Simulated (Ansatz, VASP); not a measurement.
**HfSi3: VASP beside Ansatz**

INCAR

```
ALGO     = Normal         # electronic algorithm
EDIFF    = 1E-6           # SCF threshold, eV
ENCUT    = 520            # plane-wave cutoff, eV
GGA      = PE             # functional
ISIF     = 2              # what is computed and relaxed
ISMEAR   = 0              # smearing method
LASPH    = T              # aspherical terms in the spheres
LCHARG   = T              # write CHGCAR
LELF     = T              # ELF
LREAL    = F              # projectors in reciprocal space
LVHAR    = T            
LWAVE    = F              # write WAVECAR
NBANDS   = 19             # bands
NELM     = 100            # most SCF steps
PREC     = Accurate       # precision mode
SIGMA    = 0.05           # smearing width, eV
```

Contents of KPOINTS:

```
k-points
0
Gamma
  8 8 8
```

The input POSCAR:

```
HfSi3
1.0
    3.9058175632     -0.0039135479     -0.0030177070
   -0.0039135479      3.9645387286      0.0083628329
   -0.0030177070      0.0083628329      3.9706974943
Hf Si
1 3
Direct
   -0.0072325386      0.0165623562      0.0024231876
    0.0046772844      0.5279502631      0.5166300707
    0.4913329799      0.4831464081      0.0032567760
    0.5112222744     -0.0276590275      0.4776899657
```

Input for Ansatz:

```yaml
crystal:
  lattice:
    - [3.9058175632, -0.0039135479, -0.003017707]
    - [-0.0039135479, 3.9645387286, 0.0083628329]
    - [-0.003017707, 0.0083628329, 3.9706974943]
  atoms:
    - { symbol: Hf, position: [-0.0072325386, 0.0165623562, 0.0024231876] }
    - { symbol: Si, position: [0.0046772844, 0.5279502631, 0.5166300707] }
    - { symbol: Si, position: [0.4913329799, 0.4831464081, 0.003256776] }
    - { symbol: Si, position: [0.5112222744, -0.0276590275, 0.4776899657] }
basis:
  ecutwfc: 420
  ecutrho_ratio: 4
kpoints:
  mp_grid: { grid: [8, 8, 8] }
hamiltonian:
  xc: pbe
scf:
  occupations: { method: gaussian, width: 0.05 }
output:
  forces: true
  stress: true
  eigenvalues: true
```

Change from the starting cell: all atoms moved at random (sigma 0.06 Å), cell strained at random (1 %).

Alike in both runs: task single point; functional PBE; k mesh 8 × 8 × 8; occupations gaussian, width 0.05 eV; no spin polarisation.

|  | VASP | Ansatz |
| --- | --- | --- |
| version | VASP 6.6.1 | Ansatz 0.2.0 |
| potentials or method | VASP PAW PBE potentials, release 64 (Hf_pv, Si), cutoff 520 eV | scalar-relativistic, plane waves, PAW |
| valence electrons in the cell | 22 | 38 |

Ansatz gave:

```
gap on the k mesh at the Fermi level (eV)                     : none
pressure (GPa)                                                : 3.7
traceless stress, the component that is largest in VASP (GPa) : 1.13
rms of the force components (eV/Å)                            : 0.387
```

**Question.** Which values does VASP return?

**Answer.** gap on the k mesh at the Fermi level (eV): none; pressure (GPa): 3.5; traceless stress, the component that is largest in VASP (GPa): 1.16; rms of the force components (eV/Å): 0.387.

Atom by atom the forces differ by 0.003 eV/Å (rms over components). A gap of «none» marks a metal or a gap that the smearing closes. The functional is the same, so the differences come from potentials, cutoffs and numerics. VASP's potentials hold 22 valence electrons a cell and Ansatz's 38, so a difference there can come from the potentials and not from the codes.

Spin-orbit coupling is off throughout.
